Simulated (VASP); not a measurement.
# LiScF3 (P6_3/mmc) in VASP: single point with PBE

Aim: the single point of LiScF3 with PBE.

Program: VASP 6.6.1. These are calculated values, not measurements. Logs are shortened: lines on timing, memory, paths and dates and some standing lists are left out, and cuts for length are marked.

## Step 1: The cell of the first run

Symmetry: P6_3/mmc, No. 194, hexagonal system. Conventional cell: a = 5.603 Å, b = 5.603 Å, c = 4.707 Å, α = 90.00°, β = 90.00°, γ = 120.00°. Within 2.7 Å of Li (site symmetry -3m) lie 6 F at 2.00 Å and 2 Li at 2.35 Å. Sc (site symmetry -6m2) has 12 F at 2.80 to 2.86 Å and 6 Li at 3.44 Å within 3.7 Å. Within 2.9 Å of F (site symmetry mm2) lie 2 Li at 2.00 Å and 4 Sc at 2.80 to 2.86 Å and 8 F at 2.80 to 2.86 Å.

## Step 2: Single point, PBE

Contents of INCAR:

```
SYSTEM = LiScF3
PREC     = Accurate       ! precision mode
ENCUT    = 520            ! plane-wave cutoff, eV
EDIFF    = 1E-7           ! SCF threshold, eV
ISMEAR   = 0              ! smearing method
SIGMA    = 0.1            ! smearing width, eV
LREAL    = .FALSE.        ! projectors in reciprocal space
LASPH    = .TRUE.         ! aspherical terms in the spheres
NELM     = 80             ! most SCF steps
ALGO     = Normal         ! electronic algorithm
ISIF     = 2              ! what is computed and relaxed
LWAVE    = .FALSE.        ! write WAVECAR
LCHARG   = .FALSE.        ! write CHGCAR
GGA      = PE             ! functional
NBANDS   = 46             ! bands
```

Contents of KPOINTS:

```
Automatic mesh
0
G
  6 6 4
  0 0 0
```

Contents of POSCAR:

```
LiScF3
1.0
    5.6034000000      0.0000000000      0.0000000000
   -2.8017000000      4.8526867500      0.0000000000
    0.0000000000      0.0000000000      4.7068560000
Li Sc F
2 2 6
Direct
    0.0000000000      0.0000000000      0.0000000000
    0.0000000000      0.0000000000      0.5000000000
    0.3333333300      0.6666666700      0.7500000000
    0.6666666700      0.3333333300      0.2500000000
    0.8333333300      0.6666666700      0.7500000000
    0.3333333300      0.1666666700      0.7500000000
    0.8333333300      0.1666666700      0.7500000000
    0.1666666700      0.3333333300      0.2500000000
    0.6666666700      0.8333333300      0.2500000000
    0.1666666700      0.8333333300      0.2500000000
```

Potentials or basis: VASP PAW PBE potentials, release 64 (Li_sv, Sc_sv, F).

Launch:

```sh
> cat potpaw_PBE.64/Li_sv/POTCAR potpaw_PBE.64/Sc_sv/POTCAR potpaw_PBE.64/F/POTCAR > POTCAR
> mpirun -np 1 vasp_std > vasp.out
```

OUTCAR:

```text
SYSTEM = LiScF3
   PREC = Accurate
   ENCUT = 520
   EDIFF = 1E-7
   ISMEAR = 0
   LREAL = .FALSE.
   LASPH = .TRUE.
   NELM = 80
   ISIF = 2
   GGA = PE

 ion  position               nearest neighbor table
   1  0.000  0.000  0.000-   6 2.00   9 2.00   8 2.00   5 2.00   7 2.00  10 2.00   2 2.35   2 2.35

   2  0.000  0.000  0.500-   6 2.00   9 2.00   8 2.00   5 2.00   7 2.00  10 2.00   1 2.35   1 2.35

   3  0.333  0.667  0.750-
   4  0.667  0.333  0.250-
   5  0.833  0.667  0.750-   1 2.00   2 2.00
   6  0.333  0.167  0.750-   1 2.00   2 2.00
   7  0.833  0.167  0.750-   1 2.00   2 2.00
   8  0.167  0.333  0.250-   1 2.00   2 2.00
   9  0.667  0.833  0.250-   1 2.00   2 2.00
  10  0.167  0.833  0.250-   1 2.00   2 2.00

  LATTYP: Found a hexagonal cell.
 ALAT       =     5.6034000000
 C/A-ratio  =     0.8400000000

  Lattice vectors:

 A1 = (   5.6034000000,   0.0000000000,   0.0000000000)
 A2 = (  -2.8017000000,   4.8526867500,   0.0000000000)
 A3 = (   0.0000000000,   0.0000000000,   4.7068560000)

Analysis of symmetry for initial positions (statically):
=====================================================================
 Subroutine PRICEL returns:
 Original cell was already a primitive cell.

 Routine SETGRP: Setting up the symmetry group for a
 hexagonal supercell.

 Subroutine GETGRP returns: Found 24 space group operations
 (whereof 12 operations were pure point group operations)
 out of a pool of 24 trial point group operations.

The static configuration has the point symmetry D_3d.
 The point group associated with its full space group is D_6h.

Analysis of symmetry for dynamics (positions and initial velocities):
=====================================================================
 Subroutine PRICEL returns:
 Original cell was already a primitive cell.

 Routine SETGRP: Setting up the symmetry group for a
 hexagonal supercell.

 Subroutine GETGRP returns: Found 24 space group operations
 (whereof 12 operations were pure point group operations)
 out of a pool of 24 trial point group operations.

The dynamic configuration has the point symmetry D_3d.
 The point group associated with its full space group is D_6h.

 Subroutine INISYM returns: Found 24 space group operations
 (whereof 12 operations are pure point group operations),
[... 113 lines left out ...]
   NFREE  =      0    steps in history (QN), initial steepest desc. (CG)
   ISIF   =      2    stress and relaxation
   ISYM   =      2    0-nonsym 1-usesym 2-fastsym
   POTIM  = 0.5000    time-step for ionic-motion
   TEBEG  =    0.0;   TEEND  =   0.0 temperature during run
   PSTRESS=    0.0 pullay stress
   NELECT =      70.0000    total number of electrons
   NUPDOWN=      -1.0000    fix difference up-down
   EMIN   =  10.00;   EMAX   =-10.00  energy-range for DOS
   EFERMI =   0.00;   METHOD = LEGACY
   ISMEAR =     0;   SIGMA  =   0.10  broadening in eV -4-tet -1-fermi 0-gaus
   EFERMI_NEDOS =   21; number of points for ismear=-14 and -15
   IALGO  =     38    algorithm
   IMIX   =      4    mixing-type and parameters
     AMIX     =   0.40;   BMIX     =  1.00
     AMIX_MAG =   1.60;   BMIX_MAG =  1.00
  volume/ion in A,a.u.               =      12.80        86.37
  Fermi-wavevector in a.u.,A,eV,Ry     =   1.338811  2.529986 24.387282  1.792415
  Thomas-Fermi vector in A             =   2.467252
   LORBIT       =      0    0 simple, 1 ext, 2 COOP (PROOUT), +10 PAW based schemes
   GGA     = PE    functional components
   LHFCALC =     F    Hartree Fock is set to
   AEXX    =    0.0000 exact exchange contribution
   IVDW    =     0    specifies the selected vdW correction
   LEPSILON=     F    determine dielectric tensor
   LRPA    =     F    only Hartree local field effects (RPA)
 non-spin polarized calculation
 Gauss-broadening in eV      SIGMA  =   0.10
  energy-cutoff  :      520.00
  volume of cell :      127.99
 maximum number of plane-waves:      3497
 NGX is ok and might be reduce to    42
   NGX = 21   NGY = 21   NGZ = 17

 number of electron      70.0000029 magnetization

 Free energy of the ion-electron system (eV)
  ---------------------------------------------------
  ext. energy  EPLUGINS =         0.00000000
  ---------------------------------------------------
  free energy    TOTEN  =       -53.31570607 eV

  energy without entropy =      -53.23994577  energy(sigma->0) =      -53.27782592

 E-fermi :   3.9962     XC(G=0):  -9.4848

 val. band max:        3.9917032338   @ k =   0.0000   0.0000   0.2500
 cond. band min:       4.0055854355   @ k =   0.0000   0.0000   0.0000
 fundamental gap:      0.0138822017
 Fermi energy:         3.9961813526

 k-point     1 :       0.0000    0.0000    0.0000
  band No.  band energies     occupation
      1     -48.0059      2.00000
      2     -48.0025      2.00000
      3     -42.1310      2.00000
      4     -42.0346      2.00000
      5     -26.6054      2.00000
      6     -26.6054      2.00000
[... 1018 lines left out ...]
     45       7.5958      0.00000
     46       7.5959      0.00000

------------------------ aborting loop because EDIFF is reached ----------------------------------------

  FORCE on cell =-STRESS in cart. coord.  units (eV):
  Direction    XX          YY          ZZ          XY          YZ          ZX
  --------------------------------------------------------------------------------------
  -------------------------------------------------------------------------------------
  Total      -10.5315565    -10.5315565     -9.1305838      0.0000000      0.0000000      0.0000000
  in kB     -131.8373153   -131.8373154   -114.2995005      0.0000000      0.0000000      0.0000000
  external PRESSURE =    -125.9913771 kB  Pullay stress =       0.0000000 kB

 VOLUME and BASIS-vectors are now :
 -----------------------------------------------------------------------------
  energy-cutoff  :      520.00
  volume of cell :      127.99
      direct lattice vectors                 reciprocal lattice vectors
     5.603400000  0.000000000  0.000000000     0.178463076  0.103035705  0.000000000
    -2.801700000  4.852686750  0.000000000     0.000000000  0.206071410  0.000000000
     0.000000000  0.000000000  4.706856000     0.000000000  0.000000000  0.212456043

 POSITION                                       TOTAL-FORCE (eV/Angst)
 -----------------------------------------------------------------------------------
      0.00000      0.00000      0.00000        -0.000000      0.000000      0.000000
      0.00000      0.00000      2.35343        -0.000000      0.000000      0.000000
     -0.00000      3.23512      3.53014        -0.000000      0.000000      0.000000
      2.80170      1.61756      1.17671        -0.000000      0.000000      0.000000
      2.80170      3.23512      3.53014        -0.000000     -0.262621     -0.000000
      1.40085      0.80878      3.53014         0.227437      0.131311      0.000000
      4.20255      0.80878      3.53014        -0.227437      0.131311     -0.000000
      0.00000      1.61756      1.17671        -0.000000      0.262621      0.000000
      1.40085      4.04391      1.17671        -0.227437     -0.131311      0.000000
     -1.40085      4.04391      1.17671         0.227437     -0.131311      0.000000
 -----------------------------------------------------------------------------------
    total drift:                               -0.000000      0.000000      0.000000

  FREE ENERGIE OF THE ION-ELECTRON SYSTEM (eV)
  ---------------------------------------------------
  free  energy   TOTEN  =       -53.3157060698 eV

  energy  without entropy=      -53.2399457721  energy(sigma->0) =      -53.27782592
```

OSZICAR:

```text
N       E                     dE             d eps       ncg     rms          rms(c)
DAV:   1     0.119480692873E+04    0.11948E+04   -0.32798E+04  1932   0.163E+03
DAV:   2     0.158959518440E+03   -0.10358E+04   -0.10027E+04  2044   0.545E+02
DAV:   3    -0.467518737375E+02   -0.20571E+03   -0.19889E+03  2812   0.225E+02
DAV:   4    -0.648203880489E+02   -0.18069E+02   -0.17937E+02  3288   0.781E+01
DAV:   5    -0.656802383088E+02   -0.85985E+00   -0.85402E+00  3390   0.140E+01    0.163E+01
DAV:   6    -0.538037763509E+02    0.11876E+02   -0.52477E+01  2950   0.335E+01    0.592E+00
DAV:   7    -0.534935849517E+02    0.31019E+00   -0.19989E+00  2828   0.824E+00    0.323E+00
DAV:   8    -0.533178422119E+02    0.17574E+00   -0.90099E-01  2396   0.537E+00    0.877E-01
DAV:   9    -0.533131378390E+02    0.47044E-02   -0.11391E-01  3172   0.200E+00    0.349E-01
DAV:  10    -0.533150321485E+02   -0.18943E-02   -0.75913E-03  2870   0.621E-01    0.108E-01
DAV:  11    -0.533156926839E+02   -0.66054E-03   -0.10888E-03  2734   0.191E-01    0.275E-02
DAV:  12    -0.533157094585E+02   -0.16775E-04   -0.11497E-04  3272   0.509E-02    0.225E-02
DAV:  13    -0.533157055077E+02    0.39508E-05   -0.30860E-05  2342   0.270E-02    0.408E-03
DAV:  14    -0.533157060002E+02   -0.49252E-06   -0.27968E-06  3464   0.891E-03    0.123E-03
DAV:  15    -0.533157060698E+02   -0.69581E-07   -0.81703E-08  1318   0.193E-03
   1 F= -.53315706E+02 E0= -.53277826E+02  d E =-.757603E-01
```

Run time: 1.8 min. Hardware: 1 thread of Intel Xeon Platinum 8488C (Sapphire Rapids), shared host; peak memory 0.28 GiB.

What came out:

| Item | Value |
| --- | --- |
| Free energy | -53.3157 eV |
| Largest force | 0.263 eV/Å |
| Band gap on the k mesh | zero (bands 35 and 36 overlap by 0.44 eV) |

Forces in eV/Å, atoms in the order of the input:
```
Li   0.000  0.000  0.000
Li   0.000  0.000  0.000
Sc   0.000  0.000  0.000
Sc   0.000  0.000  0.000
F    0.000 -0.263  0.000
F    0.227  0.131  0.000
F   -0.227  0.131  0.000
F    0.000  0.263  0.000
F   -0.227 -0.131  0.000
F    0.227 -0.131  0.000
```

Caveat: the cutoff is under 1.25 times the usual one of these potentials, so pressure, stress and relaxed cells hold a basis-set (Pulay) error.
